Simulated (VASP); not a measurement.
# Ru (Fm-3m) in VASP: further runs

The runs below take Ru through single point, with LDA.

Program: VASP 6.6.1. These are calculated values, not measurements. Logs are shortened: lines on timing, memory, paths and dates and some standing lists are left out, and cuts for length are marked.

## 1. The cell of the first run

The structure is cubic, space group Fm-3m (No. 225). Conventional cell: a = 3.830 Å, b = 3.830 Å, c = 3.830 Å, α = 90.00°, β = 90.00°, γ = 90.00°. Ru (site symmetry m-3m) has 12 Ru at 2.71 Å within 3.6 Å.

## 2. Single point, LDA

File INCAR:

```
ALGO     = Fast           # electronic algorithm
EDIFF    = 1E-7           # SCF threshold, eV
ENCUT    = 520            # plane-wave cutoff, eV
GGA      = CA             # functional
ISIF     = 2              # what is computed and relaxed
ISMEAR   = 0              # smearing method
LASPH    = T              # aspherical terms in the spheres
LCHARG   = F              # write CHGCAR
LREAL    = F              # projectors in reciprocal space
LWAVE    = F              # write WAVECAR
NBANDS   = 13             # bands
NELM     = 60             # most SCF steps
PREC     = Accurate       # precision mode
SIGMA    = 0.15           # smearing width, eV
```

File KPOINTS:

```
k-points
0
Gamma
  22 22 22
```

File POSCAR:

```
Ru
1.0
    0.0000000000      1.9150000000      1.9150000000
    1.9150000000      0.0000000000      1.9150000000
    1.9150000000      1.9150000000      0.0000000000
Ru
1
Direct
    0.0000000000      0.0000000000      0.0000000000
```

Potentials or basis: VASP PAW LDA potentials, release 64 (Ru_pv).

The run is started by

```
cat potpaw_LDA.64/Ru_pv/POTCAR > POTCAR
mpirun -np 1 vasp_std > vasp.out
```

OUTCAR:

```text
EDIFF = 1E-7
   ENCUT = 520
   GGA = CA
   ISIF = 2
   ISMEAR = 0
   LASPH = T
   LREAL = F
   NELM = 60
   PREC = Accurate

 ion  position               nearest neighbor table
   1  0.000  0.000  0.000-

  LATTYP: Found a face centered cubic cell.
 ALAT       =     3.8300000000

  Lattice vectors:

 A1 = (   0.0000000000,   1.9150000000,   1.9150000000)
 A2 = (   1.9150000000,   0.0000000000,   1.9150000000)
 A3 = (   1.9150000000,   1.9150000000,   0.0000000000)

Analysis of symmetry for initial positions (statically):
=====================================================================
 Subroutine PRICEL returns:
 Original cell was already a primitive cell.

 Routine SETGRP: Setting up the symmetry group for a
 face centered cubic supercell.

 Subroutine GETGRP returns: Found 48 space group operations
 (whereof 48 operations were pure point group operations)
 out of a pool of 48 trial point group operations.

The static configuration has the point symmetry O_h .

Analysis of symmetry for dynamics (positions and initial velocities):
=====================================================================
 Subroutine PRICEL returns:
 Original cell was already a primitive cell.

 Routine SETGRP: Setting up the symmetry group for a
 face centered cubic supercell.

 Subroutine GETGRP returns: Found 48 space group operations
 (whereof 48 operations were pure point group operations)
 out of a pool of 48 trial point group operations.

The dynamic configuration has the point symmetry O_h .

 Subroutine INISYM returns: Found 48 space group operations
 (whereof 48 operations are pure point group operations),
 and found     1 'primitive' translations

----------------------------------------------------------------------------------------

                                     Primitive cell

  volume of cell :      14.0455

  direct lattice vectors                    reciprocal lattice vectors
     0.000000000  1.915000000  1.915000000    -0.261096606  0.261096606  0.261096606
     1.915000000  0.000000000  1.915000000     0.261096606 -0.261096606  0.261096606
     1.915000000  1.915000000  0.000000000     0.261096606  0.261096606 -0.261096606

  length of vectors
     2.708218972  2.708218972  2.708218972     0.452232587  0.452232587  0.452232587

  position of ions in fractional coordinates (direct lattice)
     0.000000000  0.000000000  0.000000000

  ion indices of the primitive-cell ions
   primitive index   ion index
                 1           1

----------------------------------------------------------------------------------------

 KPOINTS: k-points

Automatic generation of k-mesh.
 Grid dimensions read from file:
 generate k-points for:   22   22   22

 Generating k-lattice:

  Cartesian coordinates                     Fractional coordinates (reciprocal lattice)
    -0.011868028  0.011868028  0.011868028     0.045454545  0.000000000  0.000000000
     0.011868028 -0.011868028  0.011868028     0.000000000  0.045454545  0.000000000
     0.011868028  0.011868028 -0.011868028     0.000000000  0.000000000  0.045454545

  Length of vectors
     0.020556027  0.020556027  0.020556027

  Shift w.r.t. Gamma in fractional coordinates (k-lattice)
     0.000000000  0.000000000  0.000000000

 Subroutine IBZKPT returns following result:
 ===========================================

 Found    328 irreducible k-points:

 Following reciprocal coordinates:
            Coordinates               Weight
  0.000000  0.000000  0.000000      1.000000
  0.045455  0.000000  0.000000      8.000000
  0.090909  0.000000  0.000000      8.000000
  0.136364  0.000000  0.000000      8.000000
  0.181818  0.000000  0.000000      8.000000
  0.227273  0.000000  0.000000      8.000000
[... 16 lines left out ...]
  0.500000  0.045455  0.000000     24.000000
 -0.454545  0.045455  0.000000     24.000000
 [... further k-points ...]
   k-points           NKPTS =    328   k-points in BZ     NKDIM =    328   number of bands    NBANDS=     13
   number of dos      NEDOS =    301   number of ions     NIONS =      1
   total plane-waves  NPLWV =   8000
   dimension x,y,z NGX =    20 NGY =   20 NGZ =   20
   dimension x,y,z NGXF=    40 NGYF=   40 NGZF=   40
   ions per type =               1
   NGX,Y,Z   is equivalent  to a cutoff of  12.28, 12.28, 12.28 a.u.
   NGXF,Y,Z  is equivalent  to a cutoff of  24.55, 24.55, 24.55 a.u.
 SYSTEM =  unknown system
   PREC   = accura    normal or accurate (medium, high low for compatibility)
   ISTART =      0    job   : 0-new  1-cont  2-samecut
   ICHARG =      2    charge: 1-file 2-atom 10-const
   ISPIN  =      1    spin polarized calculation?
   LNONCOLLINEAR =      F non collinear calculations
   LSORBIT =      F    spin-orbit coupling
   LASPH  =      T    aspherical Exc in radial PAW
   ENCUT  =  520.0 eV  38.22 Ry    6.18 a.u.   5.04  5.04  5.04*2*pi/ulx,y,z
   NELM   =     60;   NELMIN=  2; NELMDL= -5     # of ELM steps
   EDIFF  = 0.1E-06   stopping-criterion for ELM
   LREAL  =      F    real-space projection
   EDIFFG = 0.1E-05   stopping-criterion for IOM
   NSW    =      0    number of steps for IOM
   IBRION =     -1    ionic relax: 0-MD 1-quasi-New 2-CG
   NFREE  =      0    steps in history (QN), initial steepest desc. (CG)
   ISIF   =      2    stress and relaxation
   ISYM   =      2    0-nonsym 1-usesym 2-fastsym
   POTIM  = 0.5000    time-step for ionic-motion
   TEBEG  =    0.0;   TEEND  =   0.0 temperature during run
   PSTRESS=    0.0 pullay stress
   NELECT =      14.0000    total number of electrons
   NUPDOWN=      -1.0000    fix difference up-down
   EMIN   =  10.00;   EMAX   =-10.00  energy-range for DOS
   EFERMI =   0.00;   METHOD = LEGACY
   ISMEAR =     0;   SIGMA  =   0.15  broadening in eV -4-tet -1-fermi 0-gaus
   EFERMI_NEDOS =   21; number of points for ismear=-14 and -15
   IALGO  =     68    algorithm
   IMIX   =      4    mixing-type and parameters
     AMIX     =   0.40;   BMIX     =  1.00
     AMIX_MAG =   1.60;   BMIX_MAG =  1.00
  volume/ion in A,a.u.               =      14.05        94.78
  Fermi-wavevector in a.u.,A,eV,Ry     =   1.635330  3.090326 36.386117  2.674304
  Thomas-Fermi vector in A             =   2.726821
   LORBIT       =      0    0 simple, 1 ext, 2 COOP (PROOUT), +10 PAW based schemes
   GGA     = CA    functional components
   LHFCALC =     F    Hartree Fock is set to
   AEXX    =    0.0000 exact exchange contribution
   IVDW    =     0    specifies the selected vdW correction
   LEPSILON=     F    determine dielectric tensor
   LRPA    =     F    only Hartree local field effects (RPA)
 non-spin polarized calculation
 RMM-DIIS sequential band-by-band and
 Gauss-broadening in eV      SIGMA  =   0.15
  energy-cutoff  :      520.00
  volume of cell :       14.05
 maximum number of plane-waves:       388
   NGX =  9   NGY =  9   NGZ =  9

 number of electron      13.9999998 magnetization

 Free energy of the ion-electron system (eV)
  ---------------------------------------------------
  ext. energy  EPLUGINS =         0.00000000
  ---------------------------------------------------
  free energy    TOTEN  =       -10.52615977 eV

  energy without entropy =      -10.51530555  energy(sigma->0) =      -10.52073266

 E-fermi :  11.9873     XC(G=0): -14.1743

 val. band max:       11.9867096060   @ k =  -0.4545   0.4545   0.0909
 cond. band min:      11.9875477363   @ k =  -0.0909   0.0909   0.0000
 fundamental gap:      0.0008381303
 Fermi energy:        11.9872903621

 k-point     1 :       0.0000    0.0000    0.0000
  band No.  band energies     occupation
      1     -30.2264      2.00000
      2     -30.2264      2.00000
      3     -30.2264      2.00000
      4       4.2476      2.00000
      5       9.5189      2.00000
      6       9.5189      2.00000
      7       9.5189      2.00000
      8      11.8685      1.73727
      9      11.8685      1.73727
     10      22.1120      0.00000
     11      27.0487      0.00000
     12      32.5470      0.00000
     13      32.5470      0.00000

 k-point     2 :       0.0455    0.0000    0.0000
  band No.  band energies     occupation
      1     -30.2470      2.00000
      2     -30.2291      2.00000
      3     -30.2291      2.00000
      4       4.3337      2.00000
      5       9.4741      2.00000
      6       9.5551      2.00000
      7       9.5551      2.00000
      8      11.8451      1.81994
      9      11.8451      1.81994
     10      22.1119      0.00000
     11      27.1916      0.00000
     12      32.1045      0.00000
     13      32.6853      0.00000

 k-point     3 :       0.0909    0.0000    0.0000
  band No.  band energies     occupation
      1     -30.3069      2.00000
      2     -30.2370      2.00000
      3     -30.2370      2.00000
      4       4.5845      2.00000
      5       9.3543      2.00000
      6       9.6550      2.00000
      7       9.6550      2.00000
      8      11.7875      1.94042
      9      11.7875      1.94042
     10      22.1119      0.00000
     11      27.5952      0.00000
     12      31.1000      0.00000
     13      33.0921      0.00000

 k-point     4 :       0.1364    0.0000    0.0000
  band No.  band energies     occupation
      1     -30.4006      2.00000
      2     -30.2493      2.00000
      3     -30.2493      2.00000
      4       4.9736      2.00000
      5       9.2027      2.00000
      6       9.7882      2.00000
      7       9.7882      2.00000
      8      11.7340      1.98306
      9      11.7340      1.98306
     10      22.1119      0.00000
     11      28.1773      0.00000
     12      29.9276      0.00000
     13      33.7442      0.00000

 k-point     5 :       0.1818    0.0000    0.0000
  band No.  band energies     occupation
      1     -30.5196      2.00000
      2     -30.2652      2.00000
      3     -30.2652      2.00000
      4       5.4458      2.00000
      5       9.0940      2.00000
      6       9.8996      2.00000
      7       9.8996      2.00000
      8      11.7491      1.97529
      9      11.7491      1.97529
     10      22.1118      0.00000
     11      28.6265      0.00000
     12      28.9002      0.00000
     13      34.6035      0.00000
[... 257 lines left out ...]
 k-point    22 :       0.4545    0.0455    0.0000
  band No.  band energies     occupation
      1     -31.1573      2.00000
      2     -30.3622      2.00000
      3     -30.3615      2.00000
      4       6.2410      2.00000
      5       9.3756      2.00000
      6       9.5234      2.00000
      7      12.0002      0.90340
      8      13.6017      0.00000
      9      13.9395      0.00000
     10      22.0842      0.00000
     11      22.2435      0.00000
     12      26.9802      0.00000
     13      32.7843      0.00000

 k-point    23 :       0.5000    0.0455    0.0000
  band No.  band energies     occupation
      1     -31.1879      2.00000
      2     -30.3703      2.00000
      3     -30.3623      2.00000
      4       6.2076      2.00000
      5       9.3404      2.00000
      6       9.4732      2.00000
      7      12.3634      0.00039
      8      13.6595      0.00000
      9      14.2798      0.00000
     10      21.6307      0.00000
     11      22.1202      0.00000
     12      26.7932      0.00000
     13      32.6124      0.00000

 k-point    24 :      -0.4545    0.0455    0.0000
  band No.  band energies     occupation
      1     -31.1816      2.00000
      2     -30.3730      2.00000
      3     -30.3578      2.00000
      4       6.2154      2.00000
      5       9.3584      2.00000
      6       9.4722      2.00000
      7      12.3189      0.00177
      8      13.5446      0.00000
      9      14.2770      0.00000
     10      21.7529      0.00000
     11      22.1228      0.00000
     12      26.8303      0.00000
     13      32.4887      0.00000

 [... further k-points ...]
[... 5 lines left out ...]
  --------------------------------------------------------------------------------------
  -------------------------------------------------------------------------------------
  Total       -1.7306256     -1.7306256     -1.7306256      0.0000000      0.0000000     -0.0000000
  in kB     -197.4137452   -197.4137452   -197.4137452      0.0000000      0.0000000     -0.0000000
  external PRESSURE =    -197.4137452 kB  Pullay stress =       0.0000000 kB

 VOLUME and BASIS-vectors are now :
 -----------------------------------------------------------------------------
  energy-cutoff  :      520.00
  volume of cell :       14.05
      direct lattice vectors                 reciprocal lattice vectors
     0.000000000  1.915000000  1.915000000    -0.261096606  0.261096606  0.261096606
     1.915000000  0.000000000  1.915000000     0.261096606 -0.261096606  0.261096606
     1.915000000  1.915000000  0.000000000     0.261096606  0.261096606 -0.261096606

 POSITION                                       TOTAL-FORCE (eV/Angst)
 -----------------------------------------------------------------------------------
      0.00000      0.00000      0.00000         0.000000      0.000000      0.000000
 -----------------------------------------------------------------------------------
    total drift:                               -0.000000     -0.000000     -0.000000

  FREE ENERGIE OF THE ION-ELECTRON SYSTEM (eV)
  ---------------------------------------------------
  free  energy   TOTEN  =       -10.5261597744 eV

  energy  without entropy=      -10.5153055458  energy(sigma->0) =      -10.52073266
```

Wall time 1.8 min (1 thread of AMD EPYC 7R13, shared host); peak memory 0.13 GiB.

Results:

| Item | Value |
| --- | --- |
| Free energy | -10.5262 eV |
| Pressure | -19.7 GPa |
| Band gap on the k mesh | zero (band 7 reaches 14.14 eV, above the bottom of band 8 at 10.75 eV) |

Levels at points of the mesh, in eV from the Fermi level:
```csv
k point,band 5,band 6,band 7,band 8,band 9,band 10
"(0.00, 0.00, 0.00)",-2.47,-2.47,-2.47,-0.12,-0.12,10.12
"(0.50, 0.00, 0.00)",-2.58,-2.58,1.01,1.67,1.67,9.63
"(0.50, 0.50, 0.00)",-5.65,1.63,2.16,2.16,3.54,10.12
```

## 3. Single point, LDA

File INCAR:

```
  PREC = Accurate
  ENCUT = 520
  EDIFF = 1E-6
  ISMEAR = 0
  SIGMA = 0.15
  LREAL = False
  LASPH = True
  NELM = 80
  ALGO = Fast
  ISIF = 2
  LWAVE = False
  LCHARG = False
  GGA = CA
  NBANDS = 13
```

File KPOINTS:

```
regular mesh
0
Gamma
  24 24 24
```

POSCAR is that of step 2.

Potentials or basis: VASP PAW LDA potentials, release 64 (Ru_pv).

The run is started by

```
cat potpaw_LDA.64/Ru_pv/POTCAR > POTCAR
mpirun -np 1 vasp_std > vasp.out
```

OUTCAR:

```text
PREC = Accurate
   ENCUT = 520
   EDIFF = 1E-6
   ISMEAR = 0
   LREAL = False
   LASPH = True
   NELM = 80
   ISIF = 2
   GGA = CA

 ion  position               nearest neighbor table
   1  0.000  0.000  0.000-

  LATTYP: Found a face centered cubic cell.
 ALAT       =     3.8300000000

  Lattice vectors:

 A1 = (   0.0000000000,   1.9150000000,   1.9150000000)
 A2 = (   1.9150000000,   0.0000000000,   1.9150000000)
 A3 = (   1.9150000000,   1.9150000000,   0.0000000000)

Analysis of symmetry for initial positions (statically):
=====================================================================
 Subroutine PRICEL returns:
 Original cell was already a primitive cell.

 Routine SETGRP: Setting up the symmetry group for a
 face centered cubic supercell.

 Subroutine GETGRP returns: Found 48 space group operations
 (whereof 48 operations were pure point group operations)
 out of a pool of 48 trial point group operations.

The static configuration has the point symmetry O_h .

Analysis of symmetry for dynamics (positions and initial velocities):
=====================================================================
 Subroutine PRICEL returns:
[... 161 lines left out ...]
 Fermi energy:        11.9890856833

 k-point     1 :       0.0000    0.0000    0.0000
  band No.  band energies     occupation
      1     -30.2217      2.00000
      2     -30.2217      2.00000
      3     -30.2217      2.00000
      4       4.2475      2.00000
      5       9.5218      2.00000
      6       9.5218      2.00000
      7       9.5218      2.00000
      8      11.8711      1.73403
      9      11.8711      1.73403
     10      22.1213      0.00000
     11      27.0490      0.00000
     12      32.5462      0.00000
     13      32.5462      0.00000
[... 354 lines left out ...]
  band No.  band energies     occupation
      1     -31.1589      2.00000
      2     -30.3568      2.00000
      3     -30.3562      2.00000
      4       6.2268      2.00000
      5       9.3826      2.00000
      6       9.5076      2.00000
      7      12.1208      0.21418
      8      13.6134      0.00000
      9      13.9303      0.00000
     10      22.0638      0.00000
     11      22.1855      0.00000
     12      26.9275      0.00000
     13      32.7788      0.00000

 [... further k-points ...]
[... 5 lines left out ...]
  --------------------------------------------------------------------------------------
  -------------------------------------------------------------------------------------
  Total       -1.7321648     -1.7321648     -1.7321648      0.0000000      0.0000000      0.0000000
  in kB     -197.5893172   -197.5893172   -197.5893172      0.0000000      0.0000000      0.0000000
  external PRESSURE =    -197.5893172 kB  Pullay stress =       0.0000000 kB

 VOLUME and BASIS-vectors are now :
 -----------------------------------------------------------------------------
  energy-cutoff  :      520.00
  volume of cell :       14.05
      direct lattice vectors                 reciprocal lattice vectors
     0.000000000  1.915000000  1.915000000    -0.261096606  0.261096606  0.261096606
     1.915000000  0.000000000  1.915000000     0.261096606 -0.261096606  0.261096606
     1.915000000  1.915000000  0.000000000     0.261096606  0.261096606 -0.261096606

 POSITION                                       TOTAL-FORCE (eV/Angst)
 -----------------------------------------------------------------------------------
      0.00000      0.00000      0.00000        -0.000000      0.000000      0.000000
 -----------------------------------------------------------------------------------
    total drift:                               -0.000000     -0.000000     -0.000000

  FREE ENERGIE OF THE ION-ELECTRON SYSTEM (eV)
  ---------------------------------------------------
  free  energy   TOTEN  =       -10.5235455209 eV

  energy  without entropy=      -10.5095307258  energy(sigma->0) =      -10.51653812
```

OSZICAR:

```text
N       E                     dE             d eps       ncg     rms          rms(c)
DAV:   1     0.105841520256E+03    0.10584E+03   -0.84436E+03 10817   0.115E+03
DAV:   2    -0.999073597871E+01   -0.11583E+03   -0.11117E+03 11598   0.324E+02
DAV:   3    -0.112753706491E+02   -0.12846E+01   -0.12794E+01 12078   0.378E+01
DAV:   4    -0.112791594912E+02   -0.37888E-02   -0.37888E-02 11658   0.221E+00
DAV:   5    -0.112791848227E+02   -0.25332E-04   -0.25332E-04 12208   0.164E-01    0.121E+01
RMM:   6    -0.105701295932E+02    0.70906E+00   -0.11195E+00 10959   0.102E+01    0.288E+00
RMM:   7    -0.105288894083E+02    0.41240E-01   -0.82082E-02 11030   0.277E+00    0.712E-01
RMM:   8    -0.105236033175E+02    0.52861E-02   -0.87090E-03 11751   0.112E+00    0.160E-01
RMM:   9    -0.105235313015E+02    0.72016E-04   -0.86000E-04 12582   0.345E-01    0.302E-02
RMM:  10    -0.105235452326E+02   -0.13931E-04   -0.97775E-05 12469   0.129E-01    0.969E-03
RMM:  11    -0.105235451288E+02    0.10376E-06   -0.25809E-05 12691   0.658E-02    0.257E-03
RMM:  12    -0.105235455209E+02   -0.39204E-06   -0.51145E-06 10638   0.319E-02
   1 F= -.10523546E+02 E0= -.10516538E+02  d E =-.140148E-01
```

stdout:

```text
POSCAR found type information on POSCAR Ru
 POSCAR found :  1 types and       1 ions
 scaLAPACK will be used
 LDA part: xc-table for (Slater(with rela. corr.)+CA(PZ))
 , standard interpolation
 POSCAR, INCAR and KPOINTS ok, starting setup
 FFT: planning ... GRIDC
 FFT: planning ... GRID_SOFT
 FFT: planning ... GRID
 WAVECAR not read
 entering main loop
```

It took 2.1 min on 1 thread of AMD EPYC 7R13, shared host; peak memory 0.14 GiB.

Results:

```
Free energy            : -10.5235 eV
Pressure               : -19.8 GPa
Band gap on the k mesh : zero (band 7 reaches 14.15 eV, above the bottom of band 8 at 10.79 eV)
```
